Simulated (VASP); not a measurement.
Input of a VASP 6.6.1 run:

The input POSCAR:

```
Ta
1.0
    2.8691290431      0.0000000000      0.0000000000
   -1.4345645216      2.4847386381      0.0000000000
    0.0000000000      0.0000000000      5.1305562297
Ta
2
Direct
    0.3333333333      0.6666666667      0.2500000000
    0.6666666667      0.3333333333      0.7500000000
```

File INCAR.step1:

```
SYSTEM = Ta
PREC = Accurate
ENCUT = 520
ISMEAR = -1
SIGMA = 0.05
LREAL = .FALSE.
LASPH = .TRUE.
NELM = 100
NBANDS = 18
GGA = PE
ALGO = Normal
EDIFF = 1E-4
LWAVE = .TRUE.
LCHARG = .FALSE.
```

INCAR.step2

```
SYSTEM = Ta
PREC = Accurate
ENCUT = 520
EDIFF = 1E-6
ISMEAR = -1
SIGMA = 0.05
LREAL = .FALSE.
LASPH = .TRUE.
NELM = 100
ALGO = Normal
ISIF = 2
LWAVE = .FALSE.
LCHARG = .FALSE.
METAGGA = R2SCAN
LMIXTAU = .TRUE.
NBANDS = 18
ISTART = 1
```

Contents of KPOINTS:

```
regular mesh
0
G
  11 11 5
  0 0 0
```

Potentials or basis: VASP PAW PBE potentials, release 64 (Ta_pv).

Command:

```bash
$ cat potpaw_PBE.64/Ta_pv/POTCAR > POTCAR
$ cp INCAR.step1 INCAR
$ mpirun -np 1 vasp_std > vasp.out
$ cp INCAR.step2 INCAR
$ mpirun -np 1 vasp_std > vasp.out
```

Problem. Predict the band gap on the k mesh.

Solution. Zero (bands 11 and 12 overlap by 1.56 eV).

Problem. Predict the pressure.

Solution. 2.6 GPa.

Caveat: the PAW data sets were made with another functional, which shifts forces and pressure a little; spin-orbit coupling is left out, which moves the levels of the heavy elements.
